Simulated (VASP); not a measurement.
The system is BaTiO3.

```xyz
5
Lattice="2.8277 1.6326 2.3177 -2.8277 1.6326 2.3177 0.0000 -3.2651 2.3177" Properties=species:S:1:pos:R:3 pbc="T T T"
Ba    0.0000    0.0000    0.0000
Ti    0.0000    0.0000    3.5739
O     0.0000   -1.5996    4.5536
O    -1.3853    0.7998    4.5536
O     1.3853    0.7998    4.5536
```

```yaml
Program: VASP 6.6.1
Task: relaxation of cell and atoms
Functional: PBE
Potentials_or_basis: VASP PAW PBE potentials, release 64 (Ba_sv, Ti_sv, O)
Cutoff: 600 eV
k_mesh: 6 × 6 × 6
Occupations: gaussian, width 0.02 eV
Spin: no spin polarisation
```

At the start: pressure 6.6 GPa; volume 12.84 Å³/atom.

Q: How do energy, volume and symmetry change on relaxing?

A: Over 13 steps the energy falls by 12.5 meV/atom and the volume is 13.52 Å³/atom (+5.3 %); space group R3m (No. 160, to 0.05 Å).

Step by step:
```csv
step,energy change (eV),largest force (eV/Å),pressure (GPa),volume (Å³)
1,0.0000,0.2098,6.63,64.20
2,0.0054,0.6017,-5.79,69.26
3,-0.0492,0.2643,0.10,66.59
4,-0.0492,0.2571,0.22,66.54
5,-0.0545,0.2008,0.19,66.78
6,-0.0609,0.1013,0.39,67.51
7,-0.0611,0.0971,0.32,67.40
8,-0.0617,0.0641,-0.61,67.85
9,-0.0619,0.0733,-0.35,67.72
10,-0.0627,0.0234,-0.07,67.65
11,-0.0627,0.0227,-0.02,67.64
12,-0.0627,0.0084,0.00,67.61
13,-0.0627,0.0046,0.02,67.61
```

Final structure:
```yaml
crystal:
  lattice:
    - [2.87272, 1.65857, 2.36495]
    - [-2.87272, 1.65857, 2.36495]
    - [0.00000, -3.31714, 2.36495]
  atoms:
    - { symbol: Ba, position: [0.00429, 0.00429, 0.00429] }
    - { symbol: Ti, position: [0.51952, 0.51952, 0.51952] }
    - { symbol: O, position: [0.48880, 0.48880, 0.97730] }
    - { symbol: O, position: [0.48880, 0.97730, 0.48880] }
    - { symbol: O, position: [0.97730, 0.48880, 0.48880] }
```
